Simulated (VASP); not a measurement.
# As (P6_422) in VASP: further runs, part 2 of 2

VASP 6.6.1. Earlier steps stand in the parts before.

## (4) Relaxation of cell and atoms, PBE

INCAR

```
  ALGO = Normal
  EDIFF = 1E-7
  EDIFFG = -0.04
  ENCUT = 600
  GGA = PE
  IBRION = 2
  ISIF = 3
  ISMEAR = 0
  LASPH = True
  LCHARG = False
  LREAL = False
  LWAVE = False
  NELM = 100
  NSW = 90
  PREC = Accurate
  SIGMA = 0.1
```

KPOINTS

```
k-points
0
Gamma
  3 3 4
```

POSCAR

```
As
1.0
    6.0679224000      0.0000000000      0.0000000000
   -3.0339612000      5.2549749400      0.0000000000
    0.0000000000      0.0000000000      3.8503999000
As
6
Direct
    0.3127746600      0.0000000000      0.5000000000
    0.0000000000      0.3127746600      0.8333333300
    0.6872253400      0.6872253400      0.1666666700
    0.6872253400      0.0000000000      0.5000000000
    0.0000000000      0.6872253400      0.8333333300
    0.3127746600      0.3127746600      0.1666666700
```

Potentials or basis: VASP PAW PBE potentials, release 64 (As).

Started as:

```console
$ cat potpaw_PBE.64/As/POTCAR > POTCAR
$ mpirun -np 1 vasp_std > vasp.out
```

OUTCAR:

```text
EDIFF = 1E-7
   EDIFFG = -0.04
   ENCUT = 600
   GGA = PE
   IBRION = 2
   ISIF = 3
   ISMEAR = 0
   LASPH = True
   LREAL = False
   NELM = 100
   NSW = 90
   PREC = Accurate

 ion  position               nearest neighbor table
   1  0.313  0.000  0.500-   4 2.27   5 2.29   6 2.29
   2  0.000  0.313  0.833-   5 2.27   4 2.29   6 2.29
   3  0.687  0.687  0.167-   6 2.27   4 2.29   5 2.29
   4  0.687  0.000  0.500-   1 2.27   2 2.29   3 2.29
   5  0.000  0.687  0.833-   2 2.27   1 2.29   3 2.29
   6  0.313  0.313  0.167-   3 2.27   1 2.29   2 2.29

  LATTYP: Found a hexagonal cell.
 ALAT       =     6.0679224000
 C/A-ratio  =     0.6345499573

  Lattice vectors:

 A1 = (   6.0679224000,   0.0000000000,   0.0000000000)
 A2 = (  -3.0339612000,   5.2549749400,   0.0000000000)
 A3 = (   0.0000000000,   0.0000000000,   3.8503999000)

Analysis of symmetry for initial positions (statically):
=====================================================================
 Subroutine PRICEL returns:
 Original cell was already a primitive cell.

 Routine SETGRP: Setting up the symmetry group for a
 hexagonal supercell.

 Subroutine GETGRP returns: Found 12 space group operations
 (whereof  4 operations were pure point group operations)
 out of a pool of 24 trial point group operations.

The static configuration has the point symmetry D_2 .
 The point group associated with its full space group is D_6 .

Analysis of symmetry for dynamics (positions and initial velocities):
=====================================================================
 Subroutine PRICEL returns:
 Original cell was already a primitive cell.

 Routine SETGRP: Setting up the symmetry group for a
 hexagonal supercell.

 Subroutine GETGRP returns: Found 12 space group operations
 (whereof  4 operations were pure point group operations)
 out of a pool of 24 trial point group operations.

The dynamic configuration has the point symmetry D_2 .
 The point group associated with its full space group is D_6 .

 Subroutine INISYM returns: Found 12 space group operations
 (whereof  4 operations are pure point group operations),
 and found     1 'primitive' translations

[... 125 lines left out ...]
--------------------------------------- Ionic step        1  -------------------------------------------

 number of electron      29.9999998 magnetization

 Free energy of the ion-electron system (eV)
  ---------------------------------------------------
  ext. energy  EPLUGINS =         0.00000000
  ---------------------------------------------------
  free energy    TOTEN  =       -22.48322066 eV

  energy without entropy =      -22.45627755  energy(sigma->0) =      -22.46974910

------------------------ aborting loop because EDIFF is reached ----------------------------------------

  FORCE on cell =-STRESS in cart. coord.  units (eV):
  Direction    XX          YY          ZZ          XY          YZ          ZX
  --------------------------------------------------------------------------------------
  -------------------------------------------------------------------------------------
  Total       21.2904834     21.2904833     13.8129696     -0.0000000      0.0000000      0.0000000
  in kB      277.8302946    277.8302939    180.2524324     -0.0000000      0.0000000      0.0000000
  external PRESSURE =     245.3043403 kB  Pullay stress =       0.0000000 kB
[... 101 lines left out ...]
  FREE ENERGIE OF THE ION-ELECTRON SYSTEM (eV)
  ---------------------------------------------------
  free  energy   TOTEN  =       -24.8991036871 eV

  energy  without entropy=      -24.8735251102  energy(sigma->0) =      -24.88631440

 E-fermi :   6.7224     XC(G=0): -10.1915

 val. band max:        6.7068656723   @ k =   0.3333   0.0000   0.5000
 cond. band min:       6.7673684863   @ k =   0.3333   0.3333   0.2500
 fundamental gap:      0.0605028140
 Fermi energy:         6.7224470804

 k-point     1 :       0.0000    0.0000    0.0000
  band No.  band energies     occupation
      1     -10.6772      2.00000
      2      -9.0781      2.00000
      3      -9.0781      2.00000
      4      -8.0525      2.00000
      5      -8.0525      2.00000
      6      -4.7348      2.00000
[... 175 lines left out ...]
      6      -1.9790      2.00000
[... 11 lines left out ...]
     18       6.8363      0.10746
     19       8.5127      0.00000

[... ionic steps 4 to 22 ...]

--------------------------------------- Ionic step       23  -------------------------------------------

 number of electron      30.0000005 magnetization

------------------------ aborting loop because EDIFF is reached ----------------------------------------
[... 75 lines left out ...]
--------------------------------------- Ionic step       25  -------------------------------------------

 number of electron      30.0000002 magnetization

 Free energy of the ion-electron system (eV)
  ---------------------------------------------------
  ext. energy  EPLUGINS =         0.00000000
  ---------------------------------------------------
  free energy    TOTEN  =       -25.88469288 eV

  energy without entropy =      -25.86883611  energy(sigma->0) =      -25.87676450

 E-fermi :   4.1903     XC(G=0):  -9.3114

 val. band max:        4.1753294929   @ k =   0.3333   0.3333   0.2500
 cond. band min:       4.1994980025   @ k =   0.3333   0.0000   0.5000
 fundamental gap:      0.0241685096
 Fermi energy:         4.1903374640

 k-point     1 :       0.0000    0.0000    0.0000
  band No.  band energies     occupation
      1     -10.0954      2.00000
      2      -7.9311      2.00000
      3      -7.9311      2.00000
      4      -7.6910      2.00000
      5      -7.6910      2.00000
      6      -3.3171      2.00000
[... 220 lines left out ...]
  FREE ENERGIE OF THE ION-ELECTRON SYSTEM (eV)
  ---------------------------------------------------
  free  energy   TOTEN  =       -25.8846928797 eV

  energy  without entropy=      -25.8688361141  energy(sigma->0) =      -25.87676450

 reached required accuracy - stopping structural energy minimisation
```

OSZICAR:

```text
N       E                     dE             d eps       ncg     rms          rms(c)
DAV:   1     0.151367062543E+03    0.15137E+03   -0.13365E+04   342   0.150E+03
DAV:   2    -0.106759980819E+02   -0.16204E+03   -0.15813E+03   437   0.209E+02
DAV:   3    -0.223783222279E+02   -0.11702E+02   -0.11367E+02   430   0.578E+01
[... 273 lines left out ...]
DAV:   4    -0.258846887411E+02   -0.44890E-04   -0.63638E-04   451   0.134E-01    0.475E-02
DAV:   5    -0.258846911687E+02   -0.24276E-05   -0.23597E-05   401   0.312E-02    0.881E-03
DAV:   6    -0.258846926445E+02   -0.14758E-05   -0.16117E-06   467   0.723E-03    0.187E-03
DAV:   7    -0.258846928888E+02   -0.24429E-06   -0.15252E-07   220   0.238E-03    0.257E-04
DAV:   8    -0.258846928797E+02    0.91134E-08   -0.11689E-08   189   0.651E-04
  25 F= -.25884693E+02 E0= -.25876764E+02  d E =-.165106E-01
```

CONTCAR:

```text
As
   1.00000000000000
     7.4651724379129432   -0.0000000000000000   -0.0000000000000000
    -3.7325862189564716    6.4650289632370983    0.0000000000000000
    -0.0000000000000000    0.0000000000000000    3.0506639753956351
  As
     6
Direct
     0.3258717705491770    0.0000000000000000    0.5000000000000000
     0.0000000000010004    0.3258717705511774    0.8333333300000021
     0.6741282294498228    0.6741282294488223    0.1666666699999979
     0.6741282294508226    0.0000000000000000    0.5000000000000000
     0.9999999999989996    0.6741282294488223    0.8333333300000021
     0.3258717705501771    0.3258717705511775    0.1666666699999979

  0.00000000E+00  0.00000000E+00  0.00000000E+00
  0.00000000E+00  0.00000000E+00  0.00000000E+00
  0.00000000E+00  0.00000000E+00  0.00000000E+00
  0.00000000E+00  0.00000000E+00  0.00000000E+00
  0.00000000E+00  0.00000000E+00  0.00000000E+00
  0.00000000E+00  0.00000000E+00  0.00000000E+00
```

Wall time 17 min (1 thread of AMD EPYC, shared host); peak memory 0.23 GiB.

Results:

| Property | Result |
| --- | --- |
| Free energy | -25.8847 eV |
| Relaxed volume | 24.54 Å³/atom |
| Relaxed cell | a = 7.465 Å, b = 7.465 Å, c = 3.051 Å, α = 90.00°, β = 90.00°, γ = 120.00° |
| Space group after relaxing (to 0.1 Å) | P6_422 (No. 181) |
| Pressure after relaxing | 0.0 GPa |
| Largest force after relaxing | 0.031 eV/Å |
| Band gap on the k mesh | zero (bands 15 and 16 overlap by 3.18 eV) |

Forces on the atoms (eV/Å):
```
As  -0.031  0.000  0.000
As   0.015 -0.027  0.000
As   0.015  0.027  0.000
As   0.031  0.000  0.000
As  -0.015  0.027  0.000
As  -0.015 -0.027  0.000
```

Final structure:
```
CELL_PARAMETERS angstrom
7.46517 0.00000 0.00000
-3.73259 6.46503 0.00000
0.00000 0.00000 3.05066
ATOMIC_POSITIONS crystal
As 0.32587 0.00000 0.50000
As 0.00000 0.32587 0.83333
As 0.67413 0.67413 0.16667
As 0.67413 0.00000 0.50000
As 0.00000 0.67413 0.83333
As 0.32587 0.32587 0.16667
```

Levels at points of the mesh, in eV from the Fermi level:
| k point | band 12 | band 13 | band 14 | band 15 | band 16 | band 17 | band 18 | band 19 |
| --- | --- | --- | --- | --- | --- | --- | --- | --- |
| (0.00, 0.00, 0.00) | 0.41 | 0.59 | 0.59 | 0.77 | 0.77 | 1.91 | 1.91 | 2.65 |
| (0.00, 0.00, 0.50) | -2.96 | -2.50 | -2.50 | -1.37 | -1.37 | -0.24 | 0.25 | 1.86 |

Caveat: the k points lie up to 0.51 Å⁻¹ apart in the final cell, too coarse for converged energies and pressures of a metal; the volume moved by over 15 % at a fixed basis, so the end points are rough.

## (5) Single point, PBE

This run uses another cell than the first one, of 26.43 Å³/atom.

INCAR

```
PREC = Accurate
ENCUT = 520
EDIFF = 1E-6
ISMEAR = 0
SIGMA = 0.1
LREAL = False
LASPH = True
NELM = 100
ALGO = Normal
ISIF = 2
LWAVE = False
LCHARG = True
GGA = PE
LELF = True
LVHAR = True
NBANDS = 24
```

KPOINTS

```
Automatic mesh
0
Gamma
  6 6 10
```

POSCAR

```
As
1.0
    6.9905988049      0.0000000000      0.0000000000
   -3.4952994024      6.0540361527      0.0000000000
    0.0000000000      0.0000000000      3.7470020357
As
6
Direct
    0.3281706292      0.0000000000      0.5000000000
    0.0000000000      0.3281706292      0.8333333333
    0.6718293708      0.6718293708      0.1666666667
    0.6718293708      0.0000000000      0.5000000000
    0.0000000000      0.6718293708      0.8333333333
    0.3281706292      0.3281706292      0.1666666667
```

Potentials or basis: VASP PAW PBE potentials, release 64 (As).

Started as:

```console
$ cat potpaw_PBE.64/As/POTCAR > POTCAR
$ mpirun -np 1 vasp_std > vasp.out
```

OUTCAR:

```text
PREC = Accurate
   ENCUT = 520
   EDIFF = 1E-6
   ISMEAR = 0
   LREAL = False
   LASPH = True
   NELM = 100
   ISIF = 2
   GGA = PE

 ion  position               nearest neighbor table
   1  0.328  0.000  0.500-   4 2.40   6 2.61   5 2.61
   2  0.000  0.328  0.833-   5 2.40   4 2.61   6 2.61
   3  0.672  0.672  0.167-   6 2.40   4 2.61   5 2.61
   4  0.672  0.000  0.500-   1 2.40   3 2.61   2 2.61
   5  0.000  0.672  0.833-   2 2.40   1 2.61   3 2.61
   6  0.328  0.328  0.167-   3 2.40   1 2.61   2 2.61

[... 857 lines left out ...]
  -------------------------------------------------------------------------------------
  Total        0.2112433      0.2112433      0.0568133      0.0000000      0.0000000      0.0000000
  in kB        2.1342742      2.1342742      0.5740067      0.0000000      0.0000000      0.0000000
  external PRESSURE =       1.6141851 kB  Pullay stress =       0.0000000 kB

 VOLUME and BASIS-vectors are now :
 -----------------------------------------------------------------------------
  energy-cutoff  :      520.00
  volume of cell :      158.58
      direct lattice vectors                 reciprocal lattice vectors
     6.990598805  0.000000000  0.000000000     0.143049262  0.082589530  0.000000000
    -3.495299402  6.054036153  0.000000000     0.000000000  0.165179060  0.000000000
     0.000000000  0.000000000  3.747002036     0.000000000  0.000000000  0.266880026

 POSITION                                       TOTAL-FORCE (eV/Angst)
 -----------------------------------------------------------------------------------
      2.29411      0.00000      1.87350        -0.029642     -0.000000     -0.000000
     -1.14705      1.98676      3.12250         0.014821     -0.025670      0.000000
      2.34824      4.06728      0.62450         0.014821      0.025670      0.000000
      4.69649      0.00000      1.87350         0.029642     -0.000000     -0.000000
     -2.34824      4.06728      3.12250        -0.014821      0.025670      0.000000
      1.14705      1.98676      0.62450        -0.014821     -0.025670      0.000000
 -----------------------------------------------------------------------------------
    total drift:                               -0.000000     -0.000000     -0.000000

  FREE ENERGIE OF THE ION-ELECTRON SYSTEM (eV)
  ---------------------------------------------------
  free  energy   TOTEN  =       -25.2746671886 eV

  energy  without entropy=      -25.2624445341  energy(sigma->0) =      -25.26855586
```

OSZICAR:

```text
N       E                     dE             d eps       ncg     rms          rms(c)
DAV:   1     0.120853244795E+03    0.12085E+03   -0.11481E+04  2016   0.103E+03
DAV:   2    -0.151244559058E+02   -0.13598E+03   -0.12872E+03  2680   0.161E+02
DAV:   3    -0.251862597730E+02   -0.10062E+02   -0.98276E+01  2584   0.445E+01
DAV:   4    -0.253308097123E+02   -0.14455E+00   -0.14428E+00  2392   0.595E+00
DAV:   5    -0.253324409321E+02   -0.16312E-02   -0.16307E-02  2632   0.625E-01    0.520E+00
DAV:   6    -0.252931510929E+02    0.39290E-01   -0.20097E-02  2344   0.708E-01    0.310E+00
DAV:   7    -0.252738982475E+02    0.19253E-01   -0.41225E-02  2400   0.102E+00    0.132E-01
DAV:   8    -0.252744286563E+02   -0.53041E-03   -0.40218E-03  2432   0.304E-01    0.687E-02
DAV:   9    -0.252746194716E+02   -0.19082E-03   -0.36234E-04  2568   0.926E-02    0.360E-02
DAV:  10    -0.252746608906E+02   -0.41419E-04   -0.50106E-05  2440   0.336E-02    0.708E-03
DAV:  11    -0.252746665079E+02   -0.56173E-05   -0.82504E-06  2456   0.134E-02    0.242E-03
DAV:  12    -0.252746671886E+02   -0.68074E-06   -0.75412E-07  1680   0.428E-03
   1 F= -.25274667E+02 E0= -.25268556E+02  d E =-.122227E-01
```

It took 5.4 min on 1 thread of AMD EPYC, shared host; peak memory 0.29 GiB.

What came out:

```
Free energy            : -25.2747 eV
Pressure               : 0.2 GPa
Largest force          : 0.030 eV/Å
Band gap on the k mesh : zero (bands 15 and 16 overlap by 1.00 eV)
```

Forces on the atoms (eV/Å):
```
As  -0.030  0.000  0.000
As   0.015 -0.026  0.000
As   0.015  0.026  0.000
As   0.030  0.000  0.000
As  -0.015  0.026  0.000
As  -0.015 -0.026  0.000
```

## (6) Relaxation of cell and atoms, PBE

This run uses another cell than the first one, of 26.93 Å³/atom.

INCAR

```
ALGO = Normal ; EDIFF = 1E-6
EDIFFG = -0.01 ; ENCUT = 600
GGA = PE ; IBRION = 2
ISIF = 3 ; ISMEAR = 0
LASPH = True ; LCHARG = False
LREAL = False ; LWAVE = False
NELM = 60 ; NSW = 100
PREC = Accurate ; SIGMA = 0.1
```

KPOINTS

```
k-points
0
Gamma
  6 6 10
```

POSCAR

```
As
1.0
    7.0034872404      0.0000000000      0.0000000000
   -3.5017436202      6.0651978653      0.0000000000
    0.0000000000      0.0000000000      3.8032592740
As
6
Direct
    0.3325358332      0.0000000000      0.5000000000
    0.0000000000      0.3325358332      0.8333333333
    0.6674641668      0.6674641668      0.1666666667
    0.6674641668      0.0000000000      0.5000000000
    0.0000000000      0.6674641668      0.8333333333
    0.3325358332      0.3325358332      0.1666666667
```

Potentials or basis: VASP PAW PBE potentials, release 64 (As).

Started as:

```console
$ cat potpaw_PBE.64/As/POTCAR > POTCAR
$ mpirun -np 1 vasp_std > vasp.out
```

Wall time 27 min (1 thread of AMD EPYC, shared host); peak memory 0.34 GiB.

It converged, with:

```
Free energy                           : -25.2753 eV
Relaxed volume                        : 26.42 Å³/atom
Relaxed cell                          : a = 6.999 Å, b = 6.999 Å, c = 3.737 Å, α = 90.00°, β = 90.00°, γ = 120.00°
Space group after relaxing (to 0.1 Å) : P6_422 (No. 181)
Energy gained by relaxing             : 4.0 meV/atom
Ionic steps                           : 13
Pressure after relaxing               : 0.0 GPa
Largest force after relaxing          : 0.009 eV/Å
Band gap on the k mesh                : zero (bands 15 and 16 overlap by 1.03 eV)
```

Forces on the atoms (eV/Å):
```
As   0.009  0.000  0.000
As  -0.004  0.008  0.000
As  -0.004 -0.008  0.000
As  -0.009  0.000  0.000
As   0.004 -0.008  0.000
As   0.004  0.008  0.000
```

The path:
```tsv
step	energy change (eV)	largest force (eV/Å)	pressure (GPa)	volume (Å³)
1	0.0000	0.2535	0.29	161.55
2	-0.0117	0.0893	-0.51	162.68
3	-0.0120	0.0658	-0.62	162.87
4	-0.0205	0.0357	-0.28	160.92
5	-0.0226	0.0071	0.05	159.34
6	-0.0226	0.0084	0.03	159.41
7	-0.0230	0.0053	-0.03	159.35
8	-0.0232	0.0207	-0.10	159.28
9	-0.0235	0.0157	-0.02	158.88
10	-0.0236	0.0127	0.02	158.66
11	-0.0236	0.0070	0.12	158.20
12	-0.0237	0.0103	0.05	158.48
13	-0.0238	0.0088	0.02	158.53
```

Final structure:
```yaml
crystal:
  lattice:
    - [6.99870, 0.00000, 0.00000]
    - [-3.49935, 6.06105, 0.00000]
    - [0.00000, 0.00000, 3.73725]
  atoms:
    - { symbol: As, position: [0.32751, 0.00000, 0.50000] }
    - { symbol: As, position: [0.00000, 0.32751, 0.83333] }
    - { symbol: As, position: [0.67249, 0.67249, 0.16667] }
    - { symbol: As, position: [0.67249, 0.00000, 0.50000] }
    - { symbol: As, position: [0.00000, 0.67249, 0.83333] }
    - { symbol: As, position: [0.32751, 0.32751, 0.16667] }
```

Levels at points of the mesh, in eV from the Fermi level:
| k point | band 11 | band 12 | band 13 | band 14 | band 15 | band 16 | band 17 | band 18 | band 19 |
| --- | --- | --- | --- | --- | --- | --- | --- | --- | --- |
| (0.00, 0.00, 0.00) | -0.64 | -0.64 | 0.36 | 0.43 | 0.52 | 0.52 | 1.21 | 1.21 | 2.42 |
| (0.50, 0.00, 0.00) | -1.05 | -1.04 | -0.53 | -0.48 | -0.21 | 0.34 | 0.37 | 1.57 | 2.21 |
| (0.00, 0.00, 0.50) | -2.80 | -2.80 | -2.55 | -2.55 | 0.01 | 0.36 | 0.36 | 1.35 | 2.42 |
| (0.50, 0.00, 0.50) | -3.44 | -2.92 | -1.78 | -1.53 | -1.04 | -0.05 | 0.61 | 1.08 | 1.61 |

## (7) Overview

```tsv
task	cell	k mesh	cutoff (eV)	gap on the mesh (eV)	pressure (GPa)	relaxed volume (Å³/atom)	largest force (eV/Å)
single point	a = 6.068, b = 6.068, c = 3.850 Å, angles 90.0, 90.0, 120.0°, 6 atoms, atomic positions A	3 × 3 × 4	520	none	24.5	-	0.26
single point	a = 7.003, b = 7.003, c = 3.803 Å, angles 90.0, 90.0, 120.0°, 6 atoms, atomic positions B	3 × 3 × 4	520	none	0.3	-	0.07
relaxation of cell and atoms	relaxed from a = 6.068, b = 6.068, c = 3.850 Å, angles 90.0, 90.0, 120.0°, 6 atoms, atomic positions A	3 × 3 × 4	600	none	0.0	24.54	0.03
single point	a = 6.991, b = 6.991, c = 3.747 Å, angles 90.0, 90.0, 120.0°, 6 atoms, atomic positions C	6 × 6 × 10	520	none	0.2	-	0.03
relaxation of cell and atoms	relaxed from a = 7.003, b = 7.003, c = 3.803 Å, angles 90.0, 90.0, 120.0°, 6 atoms, atomic positions B	6 × 6 × 10	600	none	0.0	26.42	0.01
```

Alike in all rows: level PBE; potentials or basis VASP PAW PBE potentials, release 64 (As); no spin polarisation; smearing gaussian 0.1 eV.

Caveats: some runs use coarse meshes; the volume moved by over 15 % at a fixed basis, so the end points are rough (at least some runs).

Absolute energies hang on the potentials; compare differences alone.

The gap in the log of VASP goes by the Fermi energy; the results here count the filled bands.